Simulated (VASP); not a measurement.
A run of VASP 6.6.1 is set up as follows.

File INCAR:

```
SYSTEM = CuO
ALGO = Normal
EDIFF = 1E-6
ENCUT = 520
GGA = PS
ISIF = 2
ISMEAR = 0
LASPH = .True.
LCHARG = .False.
LREAL = .False.
LWAVE = .False.
NBANDS = 25
NELM = 100
PREC = Accurate
SIGMA = 0.1
```

File KPOINTS:

```
k-points
0
Gamma
  10 10 6
  0 0 0
```

POSCAR

```
CuO
1.0
    2.3261324123     -1.6998144190      0.0000000000
    2.3261324123      1.6998144190      0.0000000000
   -0.8443249288      0.0000000000      5.0239235409
Cu O
2 2
Direct
    0.0000000000      0.5000000000      0.0000000000
    0.5000000000      0.0000000000      0.5000000000
    0.5816000000      0.4184000000      0.2500000000
    0.4184000000      0.5816000000      0.7500000000
```

Potentials or basis: VASP PAW PBE potentials, release 64 (Cu, O).

The run is started by

```console
$ cat potpaw_PBE.64/Cu/POTCAR potpaw_PBE.64/O/POTCAR > POTCAR
$ mpirun -np 1 vasp_std > vasp.out
```

Q: Estimate the band gap on the k mesh.

A: Zero (band 17 reaches 6.12 eV, above the bottom of band 18 at 5.40 eV).

Q: Predict the pressure.

A: 1.7 GPa.

Q: Predict the largest force.

A: 0.259 eV/Å.

Forces on the atoms (eV/Å):
```
Cu   0.000  0.000  0.000
Cu   0.000  0.000  0.000
O    0.000  0.259  0.000
O    0.000 -0.259  0.000
```

Caveat: the PAW data sets were made with another functional, which shifts forces and pressure a little; semilocal functionals often make such compounds metallic where correlation or magnetic order opens a gap, which also shifts bond lengths. With open d or f shells a metallic result of PBEsol can be an artefact of self-interaction; +U or a hybrid may open a gap.
